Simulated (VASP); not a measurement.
A run of VASP 6.6.1:

File INCAR:

```
  PREC = Accurate
  ENCUT = 520
  EDIFF = 1E-6
  ISMEAR = 0
  SIGMA = 0.01
  LREAL = F
  LASPH = T
  NELM = 60
  ALGO = Normal
  ISIF = 2
  LWAVE = F
  LCHARG = F
  GGA = PE
  NBANDS = 16
```

The input KPOINTS:

```
Automatic mesh
0
Gamma
  4 4 4
```

The input POSCAR:

```
CdTe
1.0
    0.0000000000      3.2799551146      3.2799551146
    3.2799551146      0.0000000000      3.2799551146
    3.2799551146      3.2799551146      0.0000000000
Cd Te
1 1
Direct
    0.0000000000      0.0000000000      0.0000000000
    0.2500000000      0.2500000000      0.2500000000
```

Potentials or basis: VASP PAW PBE potentials, release 64 (Cd, Te).

Launch:

```bash
$ cat potpaw_PBE.64/Cd/POTCAR potpaw_PBE.64/Te/POTCAR > POTCAR
$ mpirun -np 1 vasp_std > vasp.out
```

Hardware: 1 thread of Intel(R) Xeon(R) Platinum 8559C (Emerald Rapids), on a shared host.

**Question.** Estimate the wall time of this run.

**Answer.** Run time: 8.5 s on 1 thread of Intel(R) Xeon(R) Platinum 8559C (Emerald Rapids) (shared host), peak memory 0.2 GiB. Counts: scf iterations 13, k points 8.
